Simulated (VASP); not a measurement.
# TiB2 (P6/mmm) in VASP: further runs, part 2 of 2

VASP 6.6.1. The steps go on from the part before.

## 4. Single point, PBE

This run uses another cell than the first one, of the same volume but with other edges.

INCAR

```
ALGO = Normal ; EDIFF = 1E-6
ENCUT = 520 ; GGA = PE
ISIF = 2 ; ISMEAR = 0
LASPH = True ; LCHARG = False
LREAL = False ; LWAVE = False
NBANDS = 16 ; NELM = 100
PREC = Accurate ; SIGMA = 0.15
```

KPOINTS

```
k-points
0
Gamma
  18 18 16
```

POSCAR

```
TiB2
1.0
    3.1172524002      0.0000000000      0.0000000000
   -1.5586262001      2.6996197686      0.0000000000
    0.0000000000      0.0000000000      3.0498922897
Ti B
1 2
Direct
    0.0000000000      0.0000000000      0.0000000000
    0.3333333333      0.6666666667      0.5000000000
    0.6666666667      0.3333333333      0.5000000000
```

Potentials or basis: VASP PAW PBE potentials, release 64 (Ti_sv, B).

Run with:

```bash
cat potpaw_PBE.64/Ti_sv/POTCAR potpaw_PBE.64/B/POTCAR > POTCAR
mpirun -np 1 vasp_std > vasp.out
```

OUTCAR:

```text
EDIFF = 1E-6
   ENCUT = 520
   GGA = PE
   ISIF = 2
   ISMEAR = 0
   LASPH = True
   LREAL = False
   NELM = 100
   PREC = Accurate

 ion  position               nearest neighbor table
   1  0.000  0.000  0.000-   2 2.36   3 2.36   2 2.36   3 2.36   3 2.36   3 2.36   2 2.36   2 2.36
                             3 2.36   3 2.36   2 2.36   2 2.36
   2  0.333  0.667  0.500-   3 1.80   3 1.80   3 1.80   1 2.36   1 2.36   1 2.36   1 2.36   1 2.36
                             1 2.36
   3  0.667  0.333  0.500-   2 1.80   2 1.80   2 1.80   1 2.36   1 2.36   1 2.36   1 2.36   1 2.36
                             1 2.36

  LATTYP: Found a hexagonal cell.
 ALAT       =     3.1172524002
 C/A-ratio  =     0.9783911914

  Lattice vectors:

 A1 = (   3.1172524002,   0.0000000000,   0.0000000000)
 A2 = (  -1.5586262001,   2.6996197686,   0.0000000000)
 A3 = (   0.0000000000,   0.0000000000,   3.0498922897)

Analysis of symmetry for initial positions (statically):
=====================================================================
 Subroutine PRICEL returns:
 Original cell was already a primitive cell.

 Routine SETGRP: Setting up the symmetry group for a
 hexagonal supercell.

 Subroutine GETGRP returns: Found 24 space group operations
 (whereof 24 operations were pure point group operations)
 out of a pool of 24 trial point group operations.

The static configuration has the point symmetry D_6h.

Analysis of symmetry for dynamics (positions and initial velocities):
=====================================================================
 Subroutine PRICEL returns:
 Original cell was already a primitive cell.

 Routine SETGRP: Setting up the symmetry group for a
 hexagonal supercell.

 Subroutine GETGRP returns: Found 24 space group operations
 (whereof 24 operations were pure point group operations)
 out of a pool of 24 trial point group operations.

The dynamic configuration has the point symmetry D_6h.

 Subroutine INISYM returns: Found 24 space group operations
 (whereof 24 operations are pure point group operations),
 and found     1 'primitive' translations

----------------------------------------------------------------------------------------

                                     Primitive cell

  volume of cell :      25.6661

  direct lattice vectors                    reciprocal lattice vectors
     3.117252400  0.000000000  0.000000000     0.320795326  0.185211268  0.000000000
    -1.558626200  2.699619769  0.000000000     0.000000000  0.370422536  0.000000000
     0.000000000  0.000000000  3.049892290     0.000000000  0.000000000  0.327880432

  length of vectors
     3.117252400  3.117252400  3.049892290     0.370422536  0.370422536  0.327880432

  position of ions in fractional coordinates (direct lattice)
     0.000000000  0.000000000  0.000000000
     0.333333333  0.666666667  0.500000000
     0.666666667  0.333333333  0.500000000

  ion indices of the primitive-cell ions
   primitive index   ion index
                 1           1
                 2           2
[... 21 lines left out ...]
     0.000000000  0.000000000  0.000000000

 Subroutine IBZKPT returns following result:
 ===========================================

 Found    333 irreducible k-points:

 Following reciprocal coordinates:
            Coordinates               Weight
  0.000000  0.000000  0.000000      1.000000
  0.055556  0.000000  0.000000      6.000000
  0.111111  0.000000  0.000000      6.000000
  0.166667  0.000000  0.000000      6.000000
  0.222222  0.000000  0.000000      6.000000
  0.277778  0.000000  0.000000      6.000000
[... 16 lines left out ...]
  0.333333  0.111111  0.000000     12.000000
  0.388889  0.111111  0.000000     12.000000
 [... further k-points ...]
   k-points           NKPTS =    333   k-points in BZ     NKDIM =    333   number of bands    NBANDS=     16
   number of dos      NEDOS =    301   number of ions     NIONS =      3
   total plane-waves  NPLWV =  13824
   dimension x,y,z NGX =    24 NGY =   24 NGZ =   24
   dimension x,y,z NGXF=    48 NGYF=   48 NGZF=   48
   ions per type =               1   2
   NGX,Y,Z   is equivalent  to a cutoff of  12.80, 12.80, 13.08 a.u.
   NGXF,Y,Z  is equivalent  to a cutoff of  25.60, 25.60, 26.16 a.u.
 SYSTEM =  unknown system
   PREC   = accura    normal or accurate (medium, high low for compatibility)
   ISTART =      0    job   : 0-new  1-cont  2-samecut
   ICHARG =      2    charge: 1-file 2-atom 10-const
   ISPIN  =      1    spin polarized calculation?
   LNONCOLLINEAR =      F non collinear calculations
   LSORBIT =      F    spin-orbit coupling
   LASPH  =      T    aspherical Exc in radial PAW
   ENCUT  =  520.0 eV  38.22 Ry    6.18 a.u.   5.80  5.80  5.67*2*pi/ulx,y,z
   NELM   =    100;   NELMIN=  2; NELMDL= -5     # of ELM steps
   EDIFF  = 0.1E-05   stopping-criterion for ELM
   LREAL  =      F    real-space projection
   EDIFFG = 0.1E-04   stopping-criterion for IOM
   NSW    =      0    number of steps for IOM
   IBRION =     -1    ionic relax: 0-MD 1-quasi-New 2-CG
   NFREE  =      0    steps in history (QN), initial steepest desc. (CG)
   ISIF   =      2    stress and relaxation
   ISYM   =      2    0-nonsym 1-usesym 2-fastsym
   POTIM  = 0.5000    time-step for ionic-motion
   TEBEG  =    0.0;   TEEND  =   0.0 temperature during run
   PSTRESS=    0.0 pullay stress
   NELECT =      18.0000    total number of electrons
   NUPDOWN=      -1.0000    fix difference up-down
   EMIN   =  10.00;   EMAX   =-10.00  energy-range for DOS
   EFERMI =   0.00;   METHOD = LEGACY
   ISMEAR =     0;   SIGMA  =   0.15  broadening in eV -4-tet -1-fermi 0-gaus
   EFERMI_NEDOS =   21; number of points for ismear=-14 and -15
   IALGO  =     38    algorithm
   IMIX   =      4    mixing-type and parameters
     AMIX     =   0.40;   BMIX     =  1.00
     AMIX_MAG =   1.60;   BMIX_MAG =  1.00
  volume/ion in A,a.u.               =       8.56        57.73
  Fermi-wavevector in a.u.,A,eV,Ry     =   1.454496  2.748600 28.783937  2.115560
  Thomas-Fermi vector in A             =   2.571640
   LORBIT       =      0    0 simple, 1 ext, 2 COOP (PROOUT), +10 PAW based schemes
   GGA     = PE    functional components
   LHFCALC =     F    Hartree Fock is set to
   AEXX    =    0.0000 exact exchange contribution
   IVDW    =     0    specifies the selected vdW correction
   LEPSILON=     F    determine dielectric tensor
   LRPA    =     F    only Hartree local field effects (RPA)
 non-spin polarized calculation
 Gauss-broadening in eV      SIGMA  =   0.15
  energy-cutoff  :      520.00
  volume of cell :       25.67
 maximum number of plane-waves:       706
 NGX is ok and might be reduce to    24

 number of electron      18.0000000 magnetization

 Free energy of the ion-electron system (eV)
  ---------------------------------------------------
  ext. energy  EPLUGINS =         0.00000000
  ---------------------------------------------------
  free energy    TOTEN  =       -24.28501564 eV

  energy without entropy =      -24.28134178  energy(sigma->0) =      -24.28317871

 E-fermi :   9.9652     XC(G=0): -12.7857

 val. band max:        9.9521194889   @ k =   0.0556   0.0000   0.3125
 cond. band min:       9.9679192322   @ k =   0.0556   0.0556   0.3125
 fundamental gap:      0.0157997433
 Fermi energy:         9.9651852495

 k-point     1 :       0.0000    0.0000    0.0000
  band No.  band energies     occupation
      1     -46.8297      2.00000
      2     -23.0955      2.00000
      3     -22.9428      2.00000
      4     -22.9428      2.00000
      5      -3.3832      2.00000
      6       6.8644      2.00000
[... 433 lines left out ...]
      3     -23.0443      2.00000
      4     -23.0416      2.00000
      5       0.0278      2.00000
      6       1.5599      2.00000
[... 8 lines left out ...]
     15      18.3151      0.00000
     16      18.8007      0.00000

 [... further k-points ...]

------------------------ aborting loop because EDIFF is reached ----------------------------------------

  FORCE on cell =-STRESS in cart. coord.  units (eV):
  Direction    XX          YY          ZZ          XY          YZ          ZX
  --------------------------------------------------------------------------------------
  -------------------------------------------------------------------------------------
  Total       -2.0447776     -2.0447776      3.1829969      0.0000000      0.0000000      0.0000000
  in kB     -127.6431750   -127.6431750    198.6953635      0.0000000      0.0000000      0.0000000
  external PRESSURE =     -18.8636622 kB  Pullay stress =       0.0000000 kB

 VOLUME and BASIS-vectors are now :
 -----------------------------------------------------------------------------
  energy-cutoff  :      520.00
  volume of cell :       25.67
      direct lattice vectors                 reciprocal lattice vectors
     3.117252400  0.000000000  0.000000000     0.320795326  0.185211268  0.000000000
    -1.558626200  2.699619769  0.000000000     0.000000000  0.370422536  0.000000000
     0.000000000  0.000000000  3.049892290     0.000000000  0.000000000  0.327880432

 POSITION                                       TOTAL-FORCE (eV/Angst)
 -----------------------------------------------------------------------------------
      0.00000      0.00000      0.00000        -0.000000      0.000000      0.000000
     -0.00000      1.79975      1.52495         0.000000     -0.000000      0.000000
      1.55863      0.89987      1.52495        -0.000000      0.000000     -0.000000
 -----------------------------------------------------------------------------------
    total drift:                               -0.000000      0.000000     -0.000000

  FREE ENERGIE OF THE ION-ELECTRON SYSTEM (eV)
  ---------------------------------------------------
  free  energy   TOTEN  =       -24.2850156403 eV

  energy  without entropy=      -24.2813417849  energy(sigma->0) =      -24.28317871
```

OSZICAR:

```text
N       E                     dE             d eps       ncg     rms          rms(c)
DAV:   1     0.121904322100E+03    0.12190E+03   -0.89937E+03 10656   0.128E+03
DAV:   2    -0.218951188849E+02   -0.14380E+03   -0.13894E+03 11704   0.342E+02
DAV:   3    -0.287939498746E+02   -0.68988E+01   -0.68284E+01 15296   0.725E+01
DAV:   4    -0.289498978870E+02   -0.15595E+00   -0.15584E+00 13072   0.983E+00
DAV:   5    -0.289542509553E+02   -0.43531E-02   -0.43529E-02 15488   0.137E+00    0.170E+01
DAV:   6    -0.242981600852E+02    0.46561E+01   -0.18838E+01 15232   0.474E+01    0.383E+00
DAV:   7    -0.242830517014E+02    0.15108E-01   -0.94551E-01 11336   0.113E+01    0.341E+00
DAV:   8    -0.242886213824E+02   -0.55697E-02   -0.92841E-02 17848   0.248E+00    0.663E-01
DAV:   9    -0.242854799589E+02    0.31414E-02   -0.37695E-02 13448   0.239E+00    0.261E-01
DAV:  10    -0.242850123877E+02    0.46757E-03   -0.27089E-03 13280   0.644E-01    0.556E-02
DAV:  11    -0.242850527038E+02   -0.40316E-04   -0.47658E-04 13552   0.251E-01    0.725E-02
DAV:  12    -0.242850156957E+02    0.37008E-04   -0.13057E-04 12696   0.144E-01    0.188E-02
DAV:  13    -0.242850156403E+02    0.55398E-07   -0.61537E-06 14504   0.216E-02
   1 F= -.24285016E+02 E0= -.24283179E+02  d E =-.367386E-02
```

It took 96 s on 1 thread of AMD EPYC 7R13 (Zen 3), shared host; peak memory 0.22 GiB.

What came out:

```yaml
Free_energy: -24.2850 eV
Pressure: -1.9 GPa
Band_gap_on_the_k_mesh: zero (band 9 reaches 10.46 eV, above the bottom of band 10 at 9.30 eV)
```

## 5. Single point, PBE

This run uses another cell than the first one, of the same volume but with other edges.

INCAR

```
  ALGO = Normal
  EDIFF = 1E-6
  ENCUT = 520
  GGA = PE
  ISIF = 2
  ISMEAR = 0
  LASPH = T
  LCHARG = F
  LREAL = F
  LWAVE = F
  NBANDS = 16
  NELM = 100
  PREC = Accurate
  SIGMA = 0.15
```

KPOINTS is that of step 4.

POSCAR

```
TiB2
1.0
    2.9369982116      0.0000000000      0.0000000000
   -1.4684991058      2.5435150621      0.0000000000
    0.0000000000      0.0000000000      3.4357461927
Ti B
1 2
Direct
    0.0000000000      0.0000000000      0.0000000000
    0.3333333333      0.6666666667      0.5000000000
    0.6666666667      0.3333333333      0.5000000000
```

Run with:

```bash
cat potpaw_PBE.64/Ti_sv/POTCAR potpaw_PBE.64/B/POTCAR > POTCAR
mpirun -np 1 vasp_std > vasp.out
```

Run time: 2 min. Hardware: 1 thread of AMD EPYC 7R13 (Zen 3), shared host; peak memory 0.22 GiB.

It converged, with:

```
Free energy            : -24.2300 eV
Pressure               : 4.9 GPa
Band gap on the k mesh : zero (band 9 reaches 10.44 eV, above the bottom of band 10 at 9.49 eV)
```

Stress tensor (GPa, compression positive):
```
 18.19   0.00   0.00
  0.00  18.19   0.00
  0.00   0.00 -21.71
```

Levels at points of the mesh, in eV from the Fermi level:
| k point | band 7 | band 8 | band 9 | band 10 | band 11 | band 12 |
| --- | --- | --- | --- | --- | --- | --- |
| (0.00, 0.00, 0.00) | -2.41 | -1.98 | -1.98 | 1.88 | 1.88 | 3.11 |
| (0.50, 0.00, 0.00) | -3.80 | -3.03 | -2.20 | 1.24 | 2.91 | 3.02 |
| (0.00, 0.00, 0.50) | -0.19 | -0.19 | 0.43 | 0.43 | 0.44 | 0.44 |
| (0.50, 0.00, 0.50) | -4.25 | -3.73 | -2.98 | 1.85 | 3.11 | 3.78 |

## 6. The runs side by side

```tsv
cell	gap on the mesh (eV)	pressure (GPa)
a = 3.201, b = 3.201, c = 2.893 Å, angles 90.0, 90.0, 120.0°, 3 atoms	none	-2.6
a = 2.853, b = 2.853, c = 3.641 Å, angles 90.0, 90.0, 120.0°, 3 atoms	none	11.4
a = 3.117, b = 3.117, c = 3.050 Å, angles 90.0, 90.0, 120.0°, 3 atoms	none	-1.9
a = 2.937, b = 2.937, c = 3.436 Å, angles 90.0, 90.0, 120.0°, 3 atoms	none	4.9
```

Alike in all rows: task single point; level PBE; potentials or basis VASP PAW PBE potentials, release 64 (Ti_sv, B); no spin polarisation; k mesh 18 × 18 × 16; cutoff (eV) 520; smearing gaussian 0.15 eV.

Total energies depend on the potentials used, so only differences within one code and one set of settings carry meaning.
